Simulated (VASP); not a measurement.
Write the native input for VASP 6.6.1 that does the following.

- Task: single point
- Functional: PBE
- Potentials or basis: VASP PAW PBE potentials, release 64 (Ti_sv, B)
- Cutoff: 520 eV
- k mesh: 11 × 11 × 9
- Occupations: fermi-dirac, width 0.15 eV
- Spin: no spin polarisation
- Dipole correction: no
- Further INCAR settings: ALGO = Normal; EDIFF = 1e-06; NBANDS = 16

The structure of TiB2 lies in POSCAR:

```
TiB2
1.0
    3.1079154826      0.0000000000      0.0000000000
   -1.5539577413      2.6915337575      0.0000000000
    0.0000000000      0.0000000000      3.3122918078
Ti B
1 2
Direct
    0.0000000000      0.0000000000      0.0000000000
    0.3333333333      0.6666666667      0.5000000000
    0.6666666667      0.3333333333      0.5000000000
```

These files were run (other wordings do the same):

INCAR

```
ALGO     = Normal         # electronic algorithm
EDIFF    = 1E-6           # SCF threshold, eV
ENCUT    = 520            # plane-wave cutoff, eV
GGA      = PE             # functional
ISIF     = 2              # what is computed and relaxed
ISMEAR   = -1             # smearing method
LASPH    = T              # aspherical terms in the spheres
LCHARG   = F              # write CHGCAR
LREAL    = F              # projectors in reciprocal space
LWAVE    = F              # write WAVECAR
NBANDS   = 16             # bands
NELM     = 100            # most SCF steps
PREC     = Accurate       # precision mode
SIGMA    = 0.15           # smearing width, eV
```

KPOINTS

```
k-points
0
Gamma
  11 11 9
```

Potentials or basis: VASP PAW PBE potentials, release 64 (Ti_sv, B).

Command:

```console
$ cat potpaw_PBE.64/Ti_sv/POTCAR potpaw_PBE.64/B/POTCAR > POTCAR
$ mpirun -np 1 vasp_std > vasp.out
```

It gave:

| Property | Result |
| --- | --- |
| Pressure | -16.4 GPa |
| Band gap on the k mesh | zero (band 9 reaches 9.33 eV, above the bottom of band 10 at 8.94 eV) |

Run time: 16 s on 1 thread of Intel(R) Xeon(R) Platinum 8488C (Sapphire Rapids), with other jobs on the host, peak memory 0.17 GiB.
